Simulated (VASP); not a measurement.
# Ga (P6_3/mmc) in VASP: further runs

Runs on Ga. Level: PBE. Tasks: single point.

Everything below comes from runs of VASP 6.6.1. Logs are shortened: lines on timing, memory, paths and dates and some standing lists are left out, and cuts for length are marked.

**1. The cell of the first run**

It takes space group P6_3/mmc (No. 194, hexagonal). The conventional cell has a = 2.593 Å, b = 2.593 Å, c = 4.465 Å, α = 90.00°, β = 90.00°, γ = 120.00°. Ga (site symmetry -6m2) has 12 Ga at 2.59 to 2.69 Å within 3.4 Å.

**2. Single point, PBE**

File INCAR:

```
SYSTEM = Ga
  PREC = Accurate
  ENCUT = 520
  EDIFF = 1E-6
  ISMEAR = -1
  SIGMA = 0.1
  LREAL = .False.
  LASPH = .True.
  NELM = 80
  ALGO = Normal
  ISIF = 2
  LWAVE = .False.
  LCHARG = .False.
  GGA = PE
  NBANDS = 20
```

File KPOINTS:

```
regular mesh
0
Gamma
  14 14 8
  0 0 0
```

File POSCAR:

```
Ga
1.0
    2.5925730197      0.0000000000      0.0000000000
   -1.2962865098      2.2452340962      0.0000000000
    0.0000000000      0.0000000000      4.4650422263
Ga
2
Direct
    0.3333333333      0.6666666667      0.2500000000
    0.6666666667      0.3333333333      0.7500000000
```

Potentials or basis: VASP PAW PBE potentials, release 64 (Ga_d).

Run with:

```console
> cat potpaw_PBE.64/Ga_d/POTCAR > POTCAR
> mpirun -np 1 vasp_std > vasp.out
```

OUTCAR:

```text
SYSTEM = Ga
   PREC = Accurate
   ENCUT = 520
   EDIFF = 1E-6
   ISMEAR = -1
   LREAL = .False.
   LASPH = .True.
   NELM = 80
   ISIF = 2
   GGA = PE

 ion  position               nearest neighbor table
   1  0.333  0.667  0.250-   2 2.69   2 2.69   2 2.69   2 2.69   2 2.69   2 2.69
   2  0.667  0.333  0.750-   1 2.69   1 2.69   1 2.69   1 2.69   1 2.69   1 2.69

  LATTYP: Found a hexagonal cell.
 ALAT       =     2.5925730197
 C/A-ratio  =     1.7222435752

  Lattice vectors:

 A1 = (   2.5925730197,   0.0000000000,   0.0000000000)
 A2 = (  -1.2962865098,   2.2452340962,   0.0000000000)
 A3 = (   0.0000000000,   0.0000000000,   4.4650422263)

Analysis of symmetry for initial positions (statically):
=====================================================================
 Subroutine PRICEL returns:
 Original cell was already a primitive cell.

 Routine SETGRP: Setting up the symmetry group for a
 hexagonal supercell.

 Subroutine GETGRP returns: Found 24 space group operations
 (whereof 12 operations were pure point group operations)
 out of a pool of 24 trial point group operations.

The static configuration has the point symmetry D_3d.
 The point group associated with its full space group is D_6h.

Analysis of symmetry for dynamics (positions and initial velocities):
=====================================================================
 Subroutine PRICEL returns:
 Original cell was already a primitive cell.

 Routine SETGRP: Setting up the symmetry group for a
 hexagonal supercell.

 Subroutine GETGRP returns: Found 24 space group operations
 (whereof 12 operations were pure point group operations)
 out of a pool of 24 trial point group operations.

The dynamic configuration has the point symmetry D_3d.
 The point group associated with its full space group is D_6h.

 Subroutine INISYM returns: Found 24 space group operations
 (whereof 12 operations are pure point group operations),
 and found     1 'primitive' translations

----------------------------------------------------------------------------------------

                                     Primitive cell

  volume of cell :      25.9907

  direct lattice vectors                    reciprocal lattice vectors
     2.592573020  0.000000000  0.000000000     0.385717198  0.222693928  0.000000000
    -1.296286510  2.245234096  0.000000000     0.000000000  0.445387856  0.000000000
     0.000000000  0.000000000  4.465042226     0.000000000  0.000000000  0.223962048

  length of vectors
     2.592573020  2.592573020  4.465042226     0.445387856  0.445387856  0.223962048

  position of ions in fractional coordinates (direct lattice)
     0.333333333  0.666666667  0.250000000
     0.666666667  0.333333333  0.750000000

  ion indices of the primitive-cell ions
   primitive index   ion index
                 1           1
                 2           2

----------------------------------------------------------------------------------------

 KPOINTS: regular mesh

Automatic generation of k-mesh.
 Grid dimensions read from file:
 generate k-points for:   14   14    8

 Generating k-lattice:

  Cartesian coordinates                     Fractional coordinates (reciprocal lattice)
     0.027551228  0.015906709  0.000000000     0.071428571  0.000000000  0.000000000
     0.000000000  0.031813418  0.000000000     0.000000000  0.071428571  0.000000000
     0.000000000  0.000000000  0.027995256     0.000000000  0.000000000  0.125000000

  Length of vectors
     0.031813418  0.031813418  0.027995256

  Shift w.r.t. Gamma in fractional coordinates (k-lattice)
     0.000000000  0.000000000  0.000000000

 Subroutine IBZKPT returns following result:
 ===========================================

 Found    120 irreducible k-points:

 Following reciprocal coordinates:
            Coordinates               Weight
  0.000000  0.000000  0.000000      1.000000
  0.071429  0.000000  0.000000      6.000000
  0.142857  0.000000  0.000000      6.000000
  0.214286  0.000000  0.000000      6.000000
  0.285714  0.000000  0.000000      6.000000
  0.357143 -0.000000  0.000000      6.000000
[... 16 lines left out ...]
  0.285714  0.285714  0.000000      6.000000
  0.357143  0.285714  0.000000      6.000000
 [... further k-points ...]
   k-points           NKPTS =    120   k-points in BZ     NKDIM =    120   number of bands    NBANDS=     20
   number of dos      NEDOS =    301   number of ions     NIONS =      2
   total plane-waves  NPLWV =  14400
   dimension x,y,z NGX =    20 NGY =   20 NGZ =   36
   dimension x,y,z NGXF=    40 NGYF=   40 NGZF=   72
   ions per type =               2
   NGX,Y,Z   is equivalent  to a cutoff of  12.82, 12.82, 13.40 a.u.
   NGXF,Y,Z  is equivalent  to a cutoff of  25.65, 25.65, 26.81 a.u.
 SYSTEM =  Ga
   PREC   = accura    normal or accurate (medium, high low for compatibility)
   ISTART =      0    job   : 0-new  1-cont  2-samecut
   ICHARG =      2    charge: 1-file 2-atom 10-const
   ISPIN  =      1    spin polarized calculation?
   LNONCOLLINEAR =      F non collinear calculations
   LSORBIT =      F    spin-orbit coupling
   LASPH  =      T    aspherical Exc in radial PAW
   ENCUT  =  520.0 eV  38.22 Ry    6.18 a.u.   4.82  4.82  8.30*2*pi/ulx,y,z
   NELM   =     80;   NELMIN=  2; NELMDL= -5     # of ELM steps
   EDIFF  = 0.1E-05   stopping-criterion for ELM
   LREAL  =      F    real-space projection
   EDIFFG = 0.1E-04   stopping-criterion for IOM
   NSW    =      0    number of steps for IOM
   IBRION =     -1    ionic relax: 0-MD 1-quasi-New 2-CG
   NFREE  =      0    steps in history (QN), initial steepest desc. (CG)
   ISIF   =      2    stress and relaxation
   ISYM   =      2    0-nonsym 1-usesym 2-fastsym
   POTIM  = 0.5000    time-step for ionic-motion
   TEBEG  =    0.0;   TEEND  =   0.0 temperature during run
   PSTRESS=    0.0 pullay stress
   NELECT =      26.0000    total number of electrons
   NUPDOWN=      -1.0000    fix difference up-down
   EMIN   =  10.00;   EMAX   =-10.00  energy-range for DOS
   EFERMI =   0.00;   METHOD = LEGACY
   ISMEAR =    -1;   SIGMA  =   0.10  broadening in eV -4-tet -1-fermi 0-gaus
   EFERMI_NEDOS =   21; number of points for ismear=-14 and -15
   IALGO  =     38    algorithm
   IMIX   =      4    mixing-type and parameters
     AMIX     =   0.40;   BMIX     =  1.00
     AMIX_MAG =   1.60;   BMIX_MAG =  1.00
  volume/ion in A,a.u.               =      13.00        87.70
  Fermi-wavevector in a.u.,A,eV,Ry     =   1.637294  3.094036 36.473548  2.680730
  Thomas-Fermi vector in A             =   2.728457
   LORBIT       =      0    0 simple, 1 ext, 2 COOP (PROOUT), +10 PAW based schemes
   GGA     = PE    functional components
   LHFCALC =     F    Hartree Fock is set to
   AEXX    =    0.0000 exact exchange contribution
   IVDW    =     0    specifies the selected vdW correction
   LEPSILON=     F    determine dielectric tensor
   LRPA    =     F    only Hartree local field effects (RPA)
 non-spin polarized calculation
  energy-cutoff  :      520.00
  volume of cell :       25.99
 maximum number of plane-waves:       720
 NGX is ok and might be reduce to    20

 number of electron      25.9999989 magnetization

 Free energy of the ion-electron system (eV)
  ---------------------------------------------------
  ext. energy  EPLUGINS =         0.00000000
  ---------------------------------------------------
  free energy    TOTEN  =        -4.54013013 eV

  energy without entropy =       -4.51801247  energy(sigma->0) =       -4.52907130

 E-fermi :   9.8937     XC(G=0): -13.0178

 val. band max:        9.8936197614   @ k =   0.2857   0.2857   0.5000
 cond. band min:       9.9064238678   @ k =   0.2857   0.1429   0.1250
 fundamental gap:      0.0128041064
 Fermi energy:         9.8937312845

 k-point     1 :       0.0000    0.0000    0.0000
  band No.  band energies     occupation
      1      -6.1390      2.00000
      2      -5.8665      2.00000
      3      -5.7641      2.00000
      4      -5.7641      2.00000
      5      -5.7143      2.00000
      6      -5.7143      2.00000
[... 12 lines left out ...]
     19      26.5897      0.00000
     20      28.1680      0.00000

 k-point     2 :       0.0714    0.0000    0.0000
  band No.  band energies     occupation
      1      -6.1113      2.00000
      2      -5.8604      2.00000
      3      -5.7637      2.00000
      4      -5.7376      2.00000
      5      -5.7216      2.00000
      6      -5.6896      2.00000
[... 12 lines left out ...]
     19      27.9079      0.00000
     20      28.4919      0.00000

 k-point     3 :       0.1429    0.0000    0.0000
  band No.  band energies     occupation
      1      -6.0542      2.00000
      2      -5.8589      2.00000
      3      -5.7733      2.00000
      4      -5.7096      2.00000
      5      -5.6625      2.00000
      6      -5.6198      2.00000
[... 12 lines left out ...]
     19      26.6738      0.00000
     20      27.5572      0.00000

 k-point     4 :       0.2143    0.0000    0.0000
  band No.  band energies     occupation
      1      -6.0518      2.00000
      2      -5.8459      2.00000
      3      -5.7958      2.00000
      4      -5.7170      2.00000
      5      -5.6351      2.00000
      6      -5.6120      2.00000
[... 12 lines left out ...]
     19      26.2696      0.00000
     20      26.4429      0.00000

 k-point     5 :       0.2857    0.0000    0.0000
  band No.  band energies     occupation
      1      -6.1112      2.00000
      2      -5.9109      2.00000
      3      -5.8439      2.00000
      4      -5.7143      2.00000
      5      -5.6524      2.00000
      6      -5.5621      2.00000
[... 12 lines left out ...]
     19      25.0257      0.00000
     20      26.8435      0.00000
[... 353 lines left out ...]
      6      -5.6181      2.00000
[... 12 lines left out ...]
     19      19.0896      0.00000
     20      29.8402      0.00000

 k-point    22 :       0.3571    0.2143    0.0000
  band No.  band energies     occupation
      1      -6.0312      2.00000
      2      -6.0019      2.00000
      3      -5.8422      2.00000
      4      -5.7479      2.00000
      5      -5.6705      2.00000
      6      -5.5836      2.00000
[... 12 lines left out ...]
     19      18.6915      0.00000
     20      29.6365      0.00000

 k-point    23 :       0.2857    0.2857    0.0000
  band No.  band energies     occupation
      1      -6.0235      2.00000
      2      -5.8753      2.00000
      3      -5.8602      2.00000
      4      -5.7547      2.00000
      5      -5.6704      2.00000
      6      -5.5861      2.00000
[... 12 lines left out ...]
     19      17.3807      0.00000
     20      33.0739      0.00000

 k-point    24 :       0.3571    0.2857    0.0000
  band No.  band energies     occupation
      1      -6.0325      2.00000
      2      -5.8667      2.00000
      3      -5.7932      2.00000
      4      -5.7364      2.00000
      5      -5.7015      2.00000
      6      -5.6539      2.00000
[... 12 lines left out ...]
     19      16.8831      0.00000
     20      33.2814      0.00000

 [... further k-points ...]

------------------------ aborting loop because EDIFF is reached ----------------------------------------

  FORCE on cell =-STRESS in cart. coord.  units (eV):
  Direction    XX          YY          ZZ          XY          YZ          ZX
  --------------------------------------------------------------------------------------
  -------------------------------------------------------------------------------------
  Total        7.6575550      7.6575550      7.5902283      0.0000000      0.0000000      0.0000000
  in kB      472.0440345    472.0440345    467.8937320      0.0000000      0.0000000      0.0000000
  external PRESSURE =     470.6606003 kB  Pullay stress =       0.0000000 kB

 VOLUME and BASIS-vectors are now :
 -----------------------------------------------------------------------------
  energy-cutoff  :      520.00
  volume of cell :       25.99
      direct lattice vectors                 reciprocal lattice vectors
     2.592573020  0.000000000  0.000000000     0.385717198  0.222693928  0.000000000
    -1.296286510  2.245234096  0.000000000     0.000000000  0.445387856  0.000000000
     0.000000000  0.000000000  4.465042226     0.000000000  0.000000000  0.223962048

 POSITION                                       TOTAL-FORCE (eV/Angst)
 -----------------------------------------------------------------------------------
     -0.00000      1.49682      1.11626         0.000000      0.000000      0.000000
      1.29629      0.74841      3.34878        -0.000000      0.000000     -0.000000
 -----------------------------------------------------------------------------------
    total drift:                               -0.000000      0.000000      0.000000

  FREE ENERGIE OF THE ION-ELECTRON SYSTEM (eV)
  ---------------------------------------------------
  free  energy   TOTEN  =        -4.5401301305 eV

  energy  without entropy=       -4.5180124714  energy(sigma->0) =       -4.52907130
```

It took 35 s on 1 thread of Intel Xeon Platinum 8488C (Sapphire Rapids), shared host; peak memory 0.17 GiB.

Results:

* Free energy: -4.5401 eV
* Pressure: 47.1 GPa
* Band gap on the k mesh: zero (band 13 reaches 14.83 eV, above the bottom of band 14 at 6.08 eV)

Stress tensor (GPa, compression positive):
```
47.20  0.00  0.00
 0.00 47.20  0.00
 0.00  0.00 46.79
```

**3. Single point, PBE**

File INCAR:

```
PREC     = Accurate       # precision mode
ENCUT    = 520            # plane-wave cutoff, eV
EDIFF    = 1E-7           # SCF threshold, eV
ISMEAR   = -1             # smearing method
SIGMA    = 0.1            # smearing width, eV
LREAL    = False          # projectors in reciprocal space
LASPH    = True           # aspherical terms in the spheres
NELM     = 60             # most SCF steps
ALGO     = Normal         # electronic algorithm
ISIF     = 2              # what is computed and relaxed
LWAVE    = False          # write WAVECAR
LCHARG   = False          # write CHGCAR
GGA      = PE             # functional
NBANDS   = 20             # bands
```

File KPOINTS:

```
Automatic mesh
0
Gamma
  14 14 8
```

POSCAR is that of step 2.

Potentials or basis: VASP PAW PBE potentials, release 64 (Ga_d).

Run with:

```console
> cat potpaw_PBE.64/Ga_d/POTCAR > POTCAR
> mpirun -np 1 vasp_std > vasp.out
```

It took 34 s on 1 thread of Intel Xeon Platinum 8488C (Sapphire Rapids), shared host; peak memory 0.17 GiB.

It converged, with:

- Free energy: -4.5401 eV
- Pressure: 47.0 GPa
- Band gap on the k mesh: zero (band 13 reaches 14.83 eV, above the bottom of band 14 at 6.08 eV)

Stress tensor (GPa, compression positive):
```
47.15  0.00  0.00
 0.00 47.15  0.00
 0.00  0.00 46.73
```

Levels at points of the mesh, in eV from the Fermi level:
```tsv
k point	band 11	band 12	band 13	band 14	band 15	band 16
(0.00, 0.00, 0.00)	-14.59	-6.58	-6.26	14.17	14.17	14.69
(0.50, 0.00, 0.00)	-6.64	-6.49	0.19	0.66	1.50	3.06
(0.00, 0.00, 0.50)	-12.53	-12.53	3.34	3.34	15.78	15.78
(0.50, 0.00, 0.50)	-5.31	-5.31	-3.82	-3.82	9.00	9.00
```
